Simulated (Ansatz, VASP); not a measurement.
**One calculation of Na2Sb, two programs**

```
Na Sb
1.0
     5.44691    0.00000    0.00000
     0.00000    5.44691    0.00000
     0.00000    0.00000    3.37825
Na Sb
2 1
Direct
  0.50000 0.00000 0.50000
  0.00000 0.50000 0.50000
  0.00000 0.00000 0.00000
```

Alike in both runs: task relaxation of cell and atoms; functional PBE; k mesh 8 × 8 × 14; occupations gaussian, width 0.1 eV; no spin polarisation.

```csv
,VASP,Ansatz
version,VASP 6.6.1,Ansatz 0.2.0
potentials or method,"VASP PAW PBE potentials, release 64 (Na_pv, Sb), cutoff 600 eV","scalar-relativistic, plane waves, PAW"
valence electrons in the cell,19,33
```

```tsv
	VASP	Ansatz	Ansatz less VASP
gap on the k mesh at the Fermi level, each at its own relaxed structure (eV)	none	none	-
relaxed volume (Å³/atom)	33.78	33.74	-0.039
relaxed cell length with the largest relative difference (Å)	5.415	5.411	-0.0031
```

A gap of «none» marks a metal or a gap that the smearing closes. VASP's potentials hold 19 valence electrons a cell and Ansatz's 33, so a difference there can come from the potentials and not from the codes.

Neither program's run includes spin-orbit coupling.
